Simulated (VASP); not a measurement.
# Ir (Fm-3m) in VASP: further runs

The runs below take Ir through single point, with r2SCAN.

All numbers are computed with VASP 6.6.1; they aren't measurements. Logs are shortened: lines on timing, memory, paths and dates and some standing lists are left out, and cuts for length are marked.

### Step 1. The cell of the first run

Symmetry: Fm-3m, No. 225, cubic system. The conventional cell has a = 3.766 Å, b = 3.766 Å, c = 3.766 Å, α = 90.00°, β = 90.00°, γ = 90.00°. Ir (site symmetry m-3m) has 12 Ir at 2.66 Å within 3.5 Å.

### Step 2. Single point, r2SCAN (volume scaled by 0.94)

Contents of POSCAR:

```
Ir
1.0
    0.0000000000      1.8828426517      1.8828426517
    1.8828426517      0.0000000000      1.8828426517
    1.8828426517      1.8828426517      0.0000000000
Ir
1
Direct
    0.0000000000      0.0000000000      0.0000000000
```

Contents of INCAR.step1:

```
SYSTEM = Ir
  ALGO = Normal
  EDIFF = 1E-4
  ENCUT = 520
  GGA = PE
  ISMEAR = 0
  LASPH = .TRUE.
  LCHARG = .FALSE.
  LREAL = .FALSE.
  LWAVE = .TRUE.
  NBANDS = 10
  NELM = 100
  PREC = Accurate
  SIGMA = 0.1
```

Contents of INCAR.step2:

```
SYSTEM = Ir
  ALGO = Normal
  EDIFF = 1E-7
  ENCUT = 520
  ISIF = 2
  ISMEAR = 0
  ISTART = 1
  LASPH = .TRUE.
  LCHARG = .FALSE.
  LMIXTAU = .TRUE.
  LREAL = .FALSE.
  LWAVE = .FALSE.
  METAGGA = R2SCAN
  NBANDS = 10
  NELM = 100
  PREC = Accurate
  SIGMA = 0.1
```

Contents of KPOINTS:

```
k-points
0
G
  18 18 18
  0 0 0
```

Potentials or basis: VASP PAW PBE potentials, release 64 (Ir).

Started as:

```console
> cat potpaw_PBE.64/Ir/POTCAR > POTCAR
> cp INCAR.step1 INCAR
> mpirun -np 1 vasp_std > vasp.out
> cp INCAR.step2 INCAR
> mpirun -np 1 vasp_std > vasp.out
```

OUTCAR:

```text
SYSTEM = Ir
   EDIFF = 1E-7
   ENCUT = 520
   ISIF = 2
   ISMEAR = 0
   ISTART = 1
   LASPH = .TRUE.
   LREAL = .FALSE.
   METAGGA = R2SCAN
   NELM = 100
   PREC = Accurate

 ion  position               nearest neighbor table
   1  0.000  0.000  0.000-

  LATTYP: Found a face centered cubic cell.
 ALAT       =     3.7656853034

  Lattice vectors:

 A1 = (   0.0000000000,   1.8828426517,   1.8828426517)
 A2 = (   1.8828426517,   0.0000000000,   1.8828426517)
 A3 = (   1.8828426517,   1.8828426517,   0.0000000000)

Analysis of symmetry for initial positions (statically):
=====================================================================
 Subroutine PRICEL returns:
 Original cell was already a primitive cell.

 Routine SETGRP: Setting up the symmetry group for a
 face centered cubic supercell.

 Subroutine GETGRP returns: Found 48 space group operations
 (whereof 48 operations were pure point group operations)
 out of a pool of 48 trial point group operations.

The static configuration has the point symmetry O_h .

Analysis of symmetry for dynamics (positions and initial velocities):
=====================================================================
 Subroutine PRICEL returns:
 Original cell was already a primitive cell.

 Routine SETGRP: Setting up the symmetry group for a
 face centered cubic supercell.

 Subroutine GETGRP returns: Found 48 space group operations
 (whereof 48 operations were pure point group operations)
 out of a pool of 48 trial point group operations.

The dynamic configuration has the point symmetry O_h .

 Subroutine INISYM returns: Found 48 space group operations
 (whereof 48 operations are pure point group operations),
 and found     1 'primitive' translations

----------------------------------------------------------------------------------------

                                     Primitive cell

  volume of cell :      13.3497

  direct lattice vectors                    reciprocal lattice vectors
     0.000000000  1.882842652  1.882842652    -0.265555913  0.265555913  0.265555913
     1.882842652  0.000000000  1.882842652     0.265555913 -0.265555913  0.265555913
     1.882842652  1.882842652  0.000000000     0.265555913  0.265555913 -0.265555913

  length of vectors
     2.662741614  2.662741614  2.662741614     0.459956334  0.459956334  0.459956334

  position of ions in fractional coordinates (direct lattice)
     0.000000000  0.000000000  0.000000000

  ion indices of the primitive-cell ions
   primitive index   ion index
                 1           1

----------------------------------------------------------------------------------------

 KPOINTS: k-points

Automatic generation of k-mesh.
 Grid dimensions read from file:
 generate k-points for:   18   18   18

 Generating k-lattice:

  Cartesian coordinates                     Fractional coordinates (reciprocal lattice)
    -0.014753106  0.014753106  0.014753106     0.055555556  0.000000000  0.000000000
     0.014753106 -0.014753106  0.014753106     0.000000000  0.055555556  0.000000000
     0.014753106  0.014753106 -0.014753106     0.000000000  0.000000000  0.055555556

  Length of vectors
     0.025553130  0.025553130  0.025553130

  Shift w.r.t. Gamma in fractional coordinates (k-lattice)
     0.000000000  0.000000000  0.000000000

 Subroutine IBZKPT returns following result:
 ===========================================

 Found    195 irreducible k-points:

 Following reciprocal coordinates:
            Coordinates               Weight
  0.000000  0.000000  0.000000      1.000000
  0.055556  0.000000  0.000000      8.000000
  0.111111  0.000000  0.000000      8.000000
  0.166667  0.000000  0.000000      8.000000
  0.222222  0.000000  0.000000      8.000000
  0.277778  0.000000  0.000000      8.000000
[... 16 lines left out ...]
 -0.277778  0.055556  0.000000     24.000000
 -0.222222  0.055556  0.000000     24.000000
 [... further k-points ...]
   k-points           NKPTS =    195   k-points in BZ     NKDIM =    195   number of bands    NBANDS=     10
   number of dos      NEDOS =    301   number of ions     NIONS =      1
   total plane-waves  NPLWV =   8000
   dimension x,y,z NGX =    20 NGY =   20 NGZ =   20
   dimension x,y,z NGXF=    40 NGYF=   40 NGZF=   40
   ions per type =               1
   NGX,Y,Z   is equivalent  to a cutoff of  12.49, 12.49, 12.49 a.u.
   NGXF,Y,Z  is equivalent  to a cutoff of  24.97, 24.97, 24.97 a.u.
 SYSTEM =  Ir
   PREC   = accura    normal or accurate (medium, high low for compatibility)
   ISTART =      1    job   : 0-new  1-cont  2-samecut
   ICHARG =      0    charge: 1-file 2-atom 10-const
   ISPIN  =      1    spin polarized calculation?
   LNONCOLLINEAR =      F non collinear calculations
   LSORBIT =      F    spin-orbit coupling
   LASPH  =      T    aspherical Exc in radial PAW
   ENCUT  =  520.0 eV  38.22 Ry    6.18 a.u.   4.95  4.95  4.95*2*pi/ulx,y,z
   NELM   =    100;   NELMIN=  2; NELMDL=  0     # of ELM steps
   EDIFF  = 0.1E-06   stopping-criterion for ELM
   LREAL  =      F    real-space projection
   EDIFFG = 0.1E-05   stopping-criterion for IOM
   NSW    =      0    number of steps for IOM
   IBRION =     -1    ionic relax: 0-MD 1-quasi-New 2-CG
   NFREE  =      0    steps in history (QN), initial steepest desc. (CG)
   ISIF   =      2    stress and relaxation
   ISYM   =      2    0-nonsym 1-usesym 2-fastsym
   POTIM  = 0.5000    time-step for ionic-motion
   TEBEG  =    0.0;   TEEND  =   0.0 temperature during run
   PSTRESS=    0.0 pullay stress
   NELECT =       9.0000    total number of electrons
   NUPDOWN=      -1.0000    fix difference up-down
   EMIN   =  10.00;   EMAX   =-10.00  energy-range for DOS
   EFERMI =   0.00;   METHOD = LEGACY
   ISMEAR =     0;   SIGMA  =   0.10  broadening in eV -4-tet -1-fermi 0-gaus
   EFERMI_NEDOS =   21; number of points for ismear=-14 and -15
   IALGO  =     38    algorithm
   IMIX   =      4    mixing-type and parameters
     AMIX     =   0.40;   BMIX     =  1.00
     AMIX_MAG =   1.60;   BMIX_MAG =  1.00
  volume/ion in A,a.u.               =      13.35        90.09
  Fermi-wavevector in a.u.,A,eV,Ry     =   1.435484  2.712671 28.036354  2.060614
  Thomas-Fermi vector in A             =   2.554777
   LORBIT       =      0    0 simple, 1 ext, 2 COOP (PROOUT), +10 PAW based schemes
   METAGGA = R2SCAN    functional components
   LHFCALC =     F    Hartree Fock is set to
   AEXX    =    0.0000 exact exchange contribution
   IVDW    =     0    specifies the selected vdW correction
   LEPSILON=     F    determine dielectric tensor
   LRPA    =     F    only Hartree local field effects (RPA)
 non-spin polarized calculation
 Gauss-broadening in eV      SIGMA  =   0.10
  energy-cutoff  :      520.00
  volume of cell :       13.35
 maximum number of plane-waves:       370
   NGX =  9   NGY =  9   NGZ =  9

 number of electron       9.0000001 magnetization

 Free energy of the ion-electron system (eV)
  ---------------------------------------------------
  ext. energy  EPLUGINS =         0.00000000
  ---------------------------------------------------
  free energy    TOTEN  =       -52.28553491 eV

  energy without entropy =      -52.28119425  energy(sigma->0) =      -52.28336458

 E-fermi :  11.2750     XC(G=0): -15.7318

 val. band max:       11.2713271205   @ k =   0.5000   0.2222   0.1111
 cond. band min:      11.2829149015   @ k =  -0.3333   0.3333   0.0000
 fundamental gap:      0.0115877810
 Fermi energy:        11.2750174094

 k-point     1 :       0.0000    0.0000    0.0000
  band No.  band energies     occupation
      1      -0.9663      2.00000
      2       6.8458      2.00000
      3       6.8458      2.00000
      4       6.8458      2.00000
      5       9.8288      2.00000
      6       9.8288      2.00000
      7      26.1785      0.00000
      8      32.4096      0.00000
      9      32.4096      0.00000
     10      32.4096      0.00000

 k-point     2 :       0.0556    0.0000    0.0000
  band No.  band energies     occupation
      1      -0.8132      2.00000
      2       6.7596      2.00000
      3       6.9138      2.00000
      4       6.9138      2.00000
      5       9.7830      2.00000
      6       9.7830      2.00000
      7      26.4488      0.00000
      8      31.6428      0.00000
      9      32.6639      0.00000
     10      32.6639      0.00000

 k-point     3 :       0.1111    0.0000    0.0000
  band No.  band energies     occupation
      1      -0.3711      2.00000
      2       6.5398      2.00000
      3       7.0910      2.00000
      4       7.0910      2.00000
      5       9.6835      2.00000
      6       9.6835      2.00000
      7      27.1906      0.00000
      8      30.1240      0.00000
      9      33.4034      0.00000
     10      33.4034      0.00000

 k-point     4 :       0.1667    0.0000    0.0000
  band No.  band energies     occupation
      1       0.3005      2.00000
      2       6.2955      2.00000
      3       7.2859      2.00000
      4       7.2859      2.00000
      5       9.6475      2.00000
      6       9.6475      2.00000
      7      28.0107      0.00000
      8      28.6952      0.00000
      9      34.5602      0.00000
     10      34.5602      0.00000
[... 222 lines left out ...]
 k-point    22 :      -0.3333    0.0556    0.0000
  band No.  band energies     occupation
      1       2.2682      2.00000
      2       6.9049      2.00000
      3       7.0582      2.00000
      4       7.4955      2.00000
      5      10.7979      2.00000
      6      11.8324      0.00000
      7      23.0667      0.00000
      8      27.5326      0.00000
      9      33.6970      0.00000
     10      35.9047      0.00000

 k-point    23 :      -0.2778    0.0556    0.0000
  band No.  band energies     occupation
      1       2.0204      2.00000
      2       6.5241      2.00000
      3       7.1580      2.00000
      4       7.2735      2.00000
      5      10.0768      2.00000
      6      11.1263      1.96456
      7      24.8556      0.00000
      8      28.6885      0.00000
      9      34.8704      0.00000
     10      36.7637      0.00000

 k-point    24 :      -0.2222    0.0556    0.0000
  band No.  band energies     occupation
      1       1.4486      2.00000
      2       6.0988      2.00000
      3       7.3372      2.00000
      4       7.4405      2.00000
      5       9.5096      2.00000
      6      10.4972      2.00000
      7      26.4588      0.00000
      8      29.3247      0.00000
      9      35.0075      0.00000
     10      36.4123      0.00000

 [... further k-points ...]

------------------------ aborting loop because EDIFF is reached ----------------------------------------

  FORCE on cell =-STRESS in cart. coord.  units (eV):
  Direction    XX          YY          ZZ          XY          YZ          ZX
  --------------------------------------------------------------------------------------
  -------------------------------------------------------------------------------------
  Total        2.5660236      2.5660236      2.5660236      0.0000000      0.0000000      0.0000000
  in kB      307.9634268    307.9634268    307.9634268      0.0000000      0.0000000      0.0000000
  external PRESSURE =     307.9634268 kB  Pullay stress =       0.0000000 kB

 VOLUME and BASIS-vectors are now :
 -----------------------------------------------------------------------------
  energy-cutoff  :      520.00
  volume of cell :       13.35
      direct lattice vectors                 reciprocal lattice vectors
     0.000000000  1.882842652  1.882842652    -0.265555913  0.265555913  0.265555913
     1.882842652  0.000000000  1.882842652     0.265555913 -0.265555913  0.265555913
     1.882842652  1.882842652  0.000000000     0.265555913  0.265555913 -0.265555913

 POSITION                                       TOTAL-FORCE (eV/Angst)
 -----------------------------------------------------------------------------------
      0.00000      0.00000      0.00000         0.000000      0.000000      0.000000
 -----------------------------------------------------------------------------------
    total drift:                               -0.000000      0.000000      0.000000

  FREE ENERGIE OF THE ION-ELECTRON SYSTEM (eV)
  ---------------------------------------------------
  free  energy   TOTEN  =       -52.2855349119 eV

  energy  without entropy=      -52.2811942480  energy(sigma->0) =      -52.28336458
```

Run time: 84 s. Hardware: 1 thread of Intel Xeon Platinum 8259CL at 2.50GHz (Skylake/Cascade Lake), shared host; peak memory 0.15 GiB.

Results:

* Free energy: -52.2855 eV
* Pressure: 30.8 GPa

Caveat: the cell differs from its parent crystal (volume scaled by 0.94); the PAW data sets were made with another functional, which shifts forces and pressure a little; spin-orbit coupling is left out, which moves the levels of the heavy elements.

### Step 3. Single point, r2SCAN (volume scaled by 0.97)

Contents of POSCAR:

```
Ir
1.0
    0.0000000000      1.9026635047      1.9026635047
    1.9026635047      0.0000000000      1.9026635047
    1.9026635047      1.9026635047      0.0000000000
Ir
1
Direct
    0.0000000000      0.0000000000      0.0000000000
```

Contents of INCAR.step1:

```
PREC = Accurate
ENCUT = 520
ISMEAR = 0
SIGMA = 0.1
LREAL = F
LASPH = T
NELM = 60
NBANDS = 10
GGA = PE
ALGO = Normal
EDIFF = 1E-4
LWAVE = T
LCHARG = F
```

Contents of INCAR.step2:

```
PREC = Accurate
ENCUT = 520
EDIFF = 1E-6
ISMEAR = 0
SIGMA = 0.1
LREAL = F
LASPH = T
NELM = 60
ALGO = Normal
ISIF = 2
LWAVE = F
LCHARG = T
METAGGA = R2SCAN
LMIXTAU = T
LELF = T
LVHAR = T
NBANDS = 10
ISTART = 1
```

Contents of KPOINTS:

```
regular mesh
0
Gamma
  18 18 18
```

Potentials or basis: VASP PAW PBE potentials, release 64 (Ir).

Started as:

```console
> cat potpaw_PBE.64/Ir/POTCAR > POTCAR
> cp INCAR.step1 INCAR
> mpirun -np 1 vasp_std > vasp.out
> cp INCAR.step2 INCAR
> mpirun -np 1 vasp_std > vasp.out
```

Run time: 69 s. Hardware: 1 thread of Intel Xeon Platinum 8259CL at 2.50GHz (Skylake/Cascade Lake), shared host; peak memory 0.15 GiB.

The run converged. Its results:

* Free energy: -52.3464 eV
* Pressure: 15.4 GPa

Levels at points of the mesh, in eV from the Fermi level:
| k point | band 1 | band 2 | band 3 | band 4 | band 5 | band 6 | band 7 | band 8 | band 9 |
| --- | --- | --- | --- | --- | --- | --- | --- | --- | --- |
| (0.00, 0.00, 0.00) | -11.88 | -4.22 | -4.22 | -4.22 | -1.38 | -1.38 | 14.99 | 21.02 | 21.02 |
| (0.50, 0.00, 0.00) | -8.76 | -4.38 | -4.38 | -0.82 | 0.93 | 0.93 | 7.90 | 14.62 | 21.02 |
| (0.50, 0.50, 0.00) | -8.59 | -7.99 | 0.84 | 1.60 | 1.60 | 1.74 | 11.41 | 12.42 | 12.42 |

Caveat: the cell differs from its parent crystal (volume scaled by 0.97); the PAW data sets were made with another functional, which shifts forces and pressure a little; spin-orbit coupling is left out, which moves the levels of the heavy elements.

### Step 4. Single point, r2SCAN

This run uses another cell than the first one, of 14.20 Å³/atom, 1.064 times its volume.

Contents of POSCAR:

```
Ir
1.0
    0.0000000000      1.9220797794      1.9220797794
    1.9220797794      0.0000000000      1.9220797794
    1.9220797794      1.9220797794      0.0000000000
Ir
1
Direct
    0.0000000000      0.0000000000      0.0000000000
```

Contents of INCAR.step1:

```
SYSTEM = Ir
ALGO = Normal
EDIFF = 1E-4
ENCUT = 520
GGA = PE
ISMEAR = 0
LASPH = .True.
LCHARG = .False.
LREAL = .False.
LWAVE = .True.
NBANDS = 10
NELM = 60
PREC = Accurate
SIGMA = 0.1
```

Contents of INCAR.step2:

```
SYSTEM = Ir
ALGO = Normal
EDIFF = 1E-6
ENCUT = 520
ISIF = 2
ISMEAR = 0
ISTART = 1
LASPH = .True.
LCHARG = .True.
LELF = .True.
LMIXTAU = .True.
LREAL = .False.
LVHAR = .True.
LWAVE = .False.
METAGGA = R2SCAN
NBANDS = 10
NELM = 60
PREC = Accurate
SIGMA = 0.1
```

Contents of KPOINTS:

```
k-points
0
Gamma
  18 18 18
  0 0 0
```

Started as:

```console
> cat potpaw_PBE.64/Ir/POTCAR > POTCAR
> cp INCAR.step1 INCAR
> mpirun -np 1 vasp_std > vasp.out
> cp INCAR.step2 INCAR
> mpirun -np 1 vasp_std > vasp.out
```

Run time: 72 s. Hardware: 1 thread of Intel Xeon Platinum 8259CL at 2.50GHz (Skylake/Cascade Lake), shared host; peak memory 0.15 GiB.

It converged, with:

```
Free energy : -52.3697 eV
Pressure    : 2.5 GPa
```

Levels at points of the mesh, in eV from the Fermi level:
| k point | band 1 | band 2 | band 3 | band 4 | band 5 | band 6 | band 7 | band 8 |
| --- | --- | --- | --- | --- | --- | --- | --- | --- |
| (0.00, 0.00, 0.00) | -11.53 | -4.02 | -4.02 | -4.02 | -1.33 | -1.33 | 15.06 | 20.91 |
| (0.50, 0.00, 0.00) | -8.42 | -4.18 | -4.18 | -0.74 | 0.88 | 0.88 | 7.58 | 14.69 |
| (0.50, 0.50, 0.00) | -8.21 | -7.63 | 0.79 | 1.51 | 1.51 | 1.74 | 10.97 | 12.27 |

Caveat: the PAW data sets were made with another functional, which shifts forces and pressure a little; spin-orbit coupling is left out, which moves the levels of the heavy elements.

(Part 1 of 2 ends here.)
